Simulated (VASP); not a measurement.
A run of VASP 6.6.1 is set up as follows.

File INCAR:

```
PREC     = Accurate       # precision mode
ENCUT    = 520            # plane-wave cutoff, eV
EDIFF    = 1E-6           # SCF threshold, eV
ISMEAR   = 0              # smearing method
SIGMA    = 0.05           # smearing width, eV
LREAL    = F              # projectors in reciprocal space
LASPH    = T              # aspherical terms in the spheres
NELM     = 60             # most SCF steps
ALGO     = Normal         # electronic algorithm
ISIF     = 2              # what is computed and relaxed
LWAVE    = F              # write WAVECAR
LCHARG   = F              # write CHGCAR
GGA      = PS             # functional
NBANDS   = 26             # bands
```

KPOINTS

```
regular mesh
0
Gamma
  9 9 6
```

POSCAR

```
ZnS
1.0
    3.4104192844      0.0000000000      0.0000000000
   -1.7052096422      2.9535097379      0.0000000000
    0.0000000000      0.0000000000      6.7171618226
Zn S
2 2
Direct
    0.3333333333      0.6666666667      0.0054424479
    0.6666666667      0.3333333333      0.5054424479
    0.3333333333      0.6666666667      0.3795575521
    0.6666666667      0.3333333333      0.8795575521
```

Potentials or basis: VASP PAW PBE potentials, release 64 (Zn, S).

Launch:

```bash
$ cat potpaw_PBE.64/Zn/POTCAR potpaw_PBE.64/S/POTCAR > POTCAR
$ mpirun -np 1 vasp_std > vasp.out
```

Problem. Predict the band gap on the k mesh.

Solution. 1.21 eV, direct.

Problem. Estimate the pressure.

Solution. 18.7 GPa.

Problem. What does it give for the largest force?

Solution. 1.611 eV/Å.

Stress tensor (GPa, compression positive):
```
29.93  0.00  0.00
 0.00 29.93  0.00
 0.00  0.00 -3.70
```

Caveat: the PAW data sets were made with another functional, which shifts forces and pressure a little. A k mesh can miss the band edges.
